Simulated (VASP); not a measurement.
# Pt (Fm-3m) in VASP: a series of runs

Runs on Pt. Level: revPBE. Tasks: single point.

Everything below comes from runs of VASP 6.6.1. Logs are shortened: lines on timing, memory, paths and dates and some standing lists are left out, and cuts for length are marked.

### 1 The cell of the first run

The structure is cubic, space group Fm-3m (No. 225). Conventional cell: a = 3.988 Å, b = 3.988 Å, c = 3.988 Å, α = 90.00°, β = 90.00°, γ = 90.00°. Within 3.7 Å of Pt (site symmetry m-3m) lie 12 Pt at 2.82 Å.

### 2 Single point, revPBE

File INCAR:

```
PREC = Accurate
ENCUT = 520
EDIFF = 1E-6
ISMEAR = -1
SIGMA = 0.1
LREAL = F
LASPH = T
NELM = 100
ALGO = Normal
ISIF = 2
LWAVE = F
LCHARG = F
GGA = RE
NBANDS = 11
```

File KPOINTS:

```
Automatic mesh
0
Gamma
  22 22 22
```

File POSCAR:

```
Pt
1.0
    0.0000000000      1.9938337537      1.9938337537
    1.9938337537      0.0000000000      1.9938337537
    1.9938337537      1.9938337537      0.0000000000
Pt
1
Direct
    0.0000000000      0.0000000000      0.0000000000
```

Potentials or basis: VASP PAW PBE potentials, release 64 (Pt).

On the command line:

```console
$ cat potpaw_PBE.64/Pt/POTCAR > POTCAR
$ mpirun -np 1 vasp_std > vasp.out
```

OUTCAR:

```text
PREC = Accurate
   ENCUT = 520
   EDIFF = 1E-6
   ISMEAR = -1
   LREAL = F
   LASPH = T
   NELM = 100
   ISIF = 2
   GGA = RE

 ion  position               nearest neighbor table
   1  0.000  0.000  0.000-

  LATTYP: Found a face centered cubic cell.
 ALAT       =     3.9876675074

  Lattice vectors:

 A1 = (   0.0000000000,   1.9938337537,   1.9938337537)
 A2 = (   1.9938337537,   0.0000000000,   1.9938337537)
 A3 = (   1.9938337537,   1.9938337537,   0.0000000000)

Analysis of symmetry for initial positions (statically):
=====================================================================
 Subroutine PRICEL returns:
 Original cell was already a primitive cell.

 Routine SETGRP: Setting up the symmetry group for a
 face centered cubic supercell.

 Subroutine GETGRP returns: Found 48 space group operations
 (whereof 48 operations were pure point group operations)
 out of a pool of 48 trial point group operations.

The static configuration has the point symmetry O_h .

Analysis of symmetry for dynamics (positions and initial velocities):
=====================================================================
 Subroutine PRICEL returns:
 Original cell was already a primitive cell.

 Routine SETGRP: Setting up the symmetry group for a
 face centered cubic supercell.

 Subroutine GETGRP returns: Found 48 space group operations
 (whereof 48 operations were pure point group operations)
 out of a pool of 48 trial point group operations.

The dynamic configuration has the point symmetry O_h .

 Subroutine INISYM returns: Found 48 space group operations
 (whereof 48 operations are pure point group operations),
 and found     1 'primitive' translations

----------------------------------------------------------------------------------------

                                     Primitive cell

  volume of cell :      15.8525

  direct lattice vectors                    reciprocal lattice vectors
     0.000000000  1.993833754  1.993833754    -0.250773165  0.250773165  0.250773165
     1.993833754  0.000000000  1.993833754     0.250773165 -0.250773165  0.250773165
     1.993833754  1.993833754  0.000000000     0.250773165  0.250773165 -0.250773165

  length of vectors
     2.819706736  2.819706736  2.819706736     0.434351862  0.434351862  0.434351862

  position of ions in fractional coordinates (direct lattice)
     0.000000000  0.000000000  0.000000000

  ion indices of the primitive-cell ions
   primitive index   ion index
                 1           1

----------------------------------------------------------------------------------------

 KPOINTS: Automatic mesh

Automatic generation of k-mesh.
 Grid dimensions read from file:
 generate k-points for:   22   22   22

 Generating k-lattice:

  Cartesian coordinates                     Fractional coordinates (reciprocal lattice)
    -0.011398780  0.011398780  0.011398780     0.045454545  0.000000000  0.000000000
     0.011398780 -0.011398780  0.011398780     0.000000000  0.045454545  0.000000000
     0.011398780  0.011398780 -0.011398780     0.000000000  0.000000000  0.045454545

  Length of vectors
     0.019743266  0.019743266  0.019743266

  Shift w.r.t. Gamma in fractional coordinates (k-lattice)
     0.000000000  0.000000000  0.000000000

 Subroutine IBZKPT returns following result:
 ===========================================

 Found    328 irreducible k-points:

 Following reciprocal coordinates:
            Coordinates               Weight
  0.000000  0.000000  0.000000      1.000000
  0.045455  0.000000  0.000000      8.000000
  0.090909  0.000000  0.000000      8.000000
  0.136364  0.000000  0.000000      8.000000
  0.181818  0.000000  0.000000      8.000000
  0.227273  0.000000  0.000000      8.000000
[... 16 lines left out ...]
  0.500000  0.045455  0.000000     24.000000
 -0.454545  0.045455  0.000000     24.000000
 [... further k-points ...]
   k-points           NKPTS =    328   k-points in BZ     NKDIM =    328   number of bands    NBANDS=     11
   number of dos      NEDOS =    301   number of ions     NIONS =      1
   total plane-waves  NPLWV =  13824
   dimension x,y,z NGX =    24 NGY =   24 NGZ =   24
   dimension x,y,z NGXF=    48 NGYF=   48 NGZF=   48
   ions per type =               1
   NGX,Y,Z   is equivalent  to a cutoff of  14.15, 14.15, 14.15 a.u.
   NGXF,Y,Z  is equivalent  to a cutoff of  28.30, 28.30, 28.30 a.u.
 SYSTEM =  unknown system
   PREC   = accura    normal or accurate (medium, high low for compatibility)
   ISTART =      0    job   : 0-new  1-cont  2-samecut
   ICHARG =      2    charge: 1-file 2-atom 10-const
   ISPIN  =      1    spin polarized calculation?
   LNONCOLLINEAR =      F non collinear calculations
   LSORBIT =      F    spin-orbit coupling
   LASPH  =      T    aspherical Exc in radial PAW
   ENCUT  =  520.0 eV  38.22 Ry    6.18 a.u.   5.24  5.24  5.24*2*pi/ulx,y,z
   NELM   =    100;   NELMIN=  2; NELMDL= -5     # of ELM steps
   EDIFF  = 0.1E-05   stopping-criterion for ELM
   LREAL  =      F    real-space projection
   EDIFFG = 0.1E-04   stopping-criterion for IOM
   NSW    =      0    number of steps for IOM
   IBRION =     -1    ionic relax: 0-MD 1-quasi-New 2-CG
   NFREE  =      0    steps in history (QN), initial steepest desc. (CG)
   ISIF   =      2    stress and relaxation
   ISYM   =      2    0-nonsym 1-usesym 2-fastsym
   POTIM  = 0.5000    time-step for ionic-motion
   TEBEG  =    0.0;   TEEND  =   0.0 temperature during run
   PSTRESS=    0.0 pullay stress
   NELECT =      10.0000    total number of electrons
   NUPDOWN=      -1.0000    fix difference up-down
   EMIN   =  10.00;   EMAX   =-10.00  energy-range for DOS
   EFERMI =   0.00;   METHOD = LEGACY
   ISMEAR =    -1;   SIGMA  =   0.10  broadening in eV -4-tet -1-fermi 0-gaus
   EFERMI_NEDOS =   21; number of points for ismear=-14 and -15
   IALGO  =     38    algorithm
   IMIX   =      4    mixing-type and parameters
     AMIX     =   0.40;   BMIX     =  1.00
     AMIX_MAG =   1.60;   BMIX_MAG =  1.00
  volume/ion in A,a.u.               =      15.85       106.98
  Fermi-wavevector in a.u.,A,eV,Ry     =   1.404028  2.653229 26.821106  1.971296
  Thomas-Fermi vector in A             =   2.526631
   LORBIT       =      0    0 simple, 1 ext, 2 COOP (PROOUT), +10 PAW based schemes
   GGA     = RE    functional components
   LHFCALC =     F    Hartree Fock is set to
   AEXX    =    0.0000 exact exchange contribution
   IVDW    =     0    specifies the selected vdW correction
   LEPSILON=     F    determine dielectric tensor
   LRPA    =     F    only Hartree local field effects (RPA)
 non-spin polarized calculation
  energy-cutoff  :      520.00
  volume of cell :       15.85
 maximum number of plane-waves:       444
 NGX is ok and might be reduce to    24
   NGX = 11   NGY = 11   NGZ = 11

 number of electron      10.0000001 magnetization

 Free energy of the ion-electron system (eV)
  ---------------------------------------------------
  ext. energy  EPLUGINS =         0.00000000
  ---------------------------------------------------
  free energy    TOTEN  =        -5.60982612 eV

  energy without entropy =       -5.55266271  energy(sigma->0) =       -5.58124442

 E-fermi :  10.3966     XC(G=0): -13.1494

 val. band max:       10.3923894986   @ k =  -0.3636   0.4091   0.0455
 cond. band min:      10.3967383656   @ k =  -0.4545   0.2273   0.0455
 fundamental gap:      0.0043488669
 Fermi energy:        10.3965837890

 k-point     1 :       0.0000    0.0000    0.0000
  band No.  band energies     occupation
      1       0.7487      2.00000
      2       6.9052      2.00000
      3       6.9052      2.00000
      4       6.9052      2.00000
      5       8.8812      2.00000
      6       8.8812      2.00000
      7      25.1413      0.00000
      8      29.8430      0.00000
      9      29.8430      0.00000
     10      29.8430      0.00000
     11      34.9981      0.00000

 k-point     2 :       0.0455    0.0000    0.0000
  band No.  band energies     occupation
      1       0.8282      2.00000
      2       6.8706      2.00000
      3       6.9365      2.00000
      4       6.9365      2.00000
      5       8.8639      2.00000
      6       8.8639      2.00000
      7      25.2613      0.00000
      8      29.3786      0.00000
      9      29.9609      0.00000
     10      29.9609      0.00000
     11      35.4977      0.00000

 k-point     3 :       0.0909    0.0000    0.0000
  band No.  band energies     occupation
      1       1.0625      2.00000
      2       6.7769      2.00000
      3       7.0225      2.00000
      4       7.0225      2.00000
      5       8.8219      2.00000
      6       8.8219      2.00000
      7      25.5980      0.00000
      8      28.3247      0.00000
      9      30.3066      0.00000
     10      30.3066      0.00000
     11      36.3530      0.00000

 k-point     4 :       0.1364    0.0000    0.0000
  band No.  band energies     occupation
      1       1.4366      2.00000
      2       6.6529      2.00000
      3       7.1377      2.00000
      4       7.1377      2.00000
      5       8.7860      2.00000
      6       8.7860      2.00000
      7      26.0644      0.00000
      8      27.0657      0.00000
      9      30.8553      0.00000
     10      30.8553      0.00000
     11      35.6292      0.00000
[... 239 lines left out ...]
 k-point    22 :       0.4545    0.0455    0.0000
  band No.  band energies     occupation
      1       3.6478      2.00000
      2       6.8274      2.00000
      3       6.9433      2.00000
      4       9.0282      2.00000
      5      10.3740      1.11262
      6      10.6955      0.09585
      7      16.7583      0.00000
      8      24.9536      0.00000
      9      29.0157      0.00000
     10      29.3460      0.00000
     11      37.2960      0.00000

 k-point    23 :       0.5000    0.0455    0.0000
  band No.  band energies     occupation
      1       3.6512      2.00000
      2       6.7977      2.00000
      3       6.9025      2.00000
      4       9.4418      1.99986
      5      10.4224      0.87171
      6      11.0946      0.00186
      7      15.9217      0.00000
      8      24.8141      0.00000
      9      28.8694      0.00000
     10      28.9198      0.00000
     11      37.7912      0.00000

 k-point    24 :      -0.4545    0.0455    0.0000
  band No.  band energies     occupation
      1       3.6515      2.00000
      2       6.8119      2.00000
      3       6.9023      2.00000
      4       9.3885      1.99992
      5      10.3280      1.33020
      6      11.0500      0.00290
      7      16.1085      0.00000
      8      24.8417      0.00000
      9      28.7345      0.00000
     10      29.1793      0.00000
     11      37.6205      0.00000

 [... further k-points ...]

------------------------ aborting loop because EDIFF is reached ----------------------------------------

  FORCE on cell =-STRESS in cart. coord.  units (eV):
  Direction    XX          YY          ZZ          XY          YZ          ZX
  --------------------------------------------------------------------------------------
  -------------------------------------------------------------------------------------
  Total       -0.0392981     -0.0392981     -0.0392981      0.0000000      0.0000000     -0.0000000
  in kB       -3.9717818     -3.9717818     -3.9717818      0.0000000      0.0000000     -0.0000000
  external PRESSURE =      -3.9717818 kB  Pullay stress =       0.0000000 kB

 VOLUME and BASIS-vectors are now :
 -----------------------------------------------------------------------------
  energy-cutoff  :      520.00
  volume of cell :       15.85
      direct lattice vectors                 reciprocal lattice vectors
     0.000000000  1.993833754  1.993833754    -0.250773165  0.250773165  0.250773165
     1.993833754  0.000000000  1.993833754     0.250773165 -0.250773165  0.250773165
     1.993833754  1.993833754  0.000000000     0.250773165  0.250773165 -0.250773165

 POSITION                                       TOTAL-FORCE (eV/Angst)
 -----------------------------------------------------------------------------------
      0.00000      0.00000      0.00000         0.000000      0.000000      0.000000
 -----------------------------------------------------------------------------------
    total drift:                               -0.000000      0.000000     -0.000000

  FREE ENERGIE OF THE ION-ELECTRON SYSTEM (eV)
  ---------------------------------------------------
  free  energy   TOTEN  =        -5.6098261237 eV

  energy  without entropy=       -5.5526627113  energy(sigma->0) =       -5.58124442
```

Run time: 14 s. Hardware: 1 thread of Intel Xeon 6975P-C (Granite Rapids), shared host; peak memory 0.18 GiB.

Results:

| Quantity | Value |
| --- | --- |
| Free energy | -5.6098 eV |
| Pressure | -0.4 GPa |
| Band gap on the k mesh | zero (band 5 reaches 10.84 eV, above the bottom of band 6 at 8.79 eV) |

Caveat: the PAW data sets were made with another functional, which shifts forces and pressure a little; spin-orbit coupling is left out, which moves the levels of the heavy elements.

### 3 Single point, revPBE (volume scaled by 1.04)

File INCAR:

```
PREC = Accurate
ENCUT = 520
EDIFF = 1E-6
ISMEAR = -1
SIGMA = 0.1
LREAL = False
LASPH = True
NELM = 100
ALGO = Normal
ISIF = 2
LWAVE = False
LCHARG = False
GGA = RE
NBANDS = 11
```

KPOINTS is that of step 2.

File POSCAR:

```
Pt
1.0
    0.0000000000      2.0200714172      2.0200714172
    2.0200714172      0.0000000000      2.0200714172
    2.0200714172      2.0200714172      0.0000000000
Pt
1
Direct
    0.0000000000      0.0000000000      0.0000000000
```

Potentials or basis: VASP PAW PBE potentials, release 64 (Pt).

On the command line:

```console
$ cat potpaw_PBE.64/Pt/POTCAR > POTCAR
$ mpirun -np 1 vasp_std > vasp.out
```

Run time: 15 s. Hardware: 1 thread of Intel Xeon 6975P-C (Granite Rapids), shared host; peak memory 0.19 GiB.

It converged, with:

```
Free energy            : -5.5920 eV
Pressure               : -8.5 GPa
Band gap on the k mesh : zero (band 5 reaches 10.10 eV, above the bottom of band 6 at 8.19 eV)
```

Levels at points of the mesh, in eV from the Fermi level:
```csv
k point,band 1,band 2,band 3,band 4,band 5,band 6,band 7,band 8,band 9,band 10
"(0.00, 0.00, 0.00)",-9.23,-3.27,-3.27,-3.27,-1.42,-1.42,14.82,19.31,19.31,19.31
"(0.50, 0.00, 0.00)",-6.43,-3.32,-3.32,-0.10,0.01,0.01,5.21,14.37,18.36,18.36
"(0.50, 0.50, 0.00)",-6.14,-5.74,-0.02,0.40,0.40,1.97,7.98,11.12,11.12,19.07
```

Caveat: the PAW data sets were made with another functional, which shifts forces and pressure a little; spin-orbit coupling is left out, which moves the levels of the heavy elements.
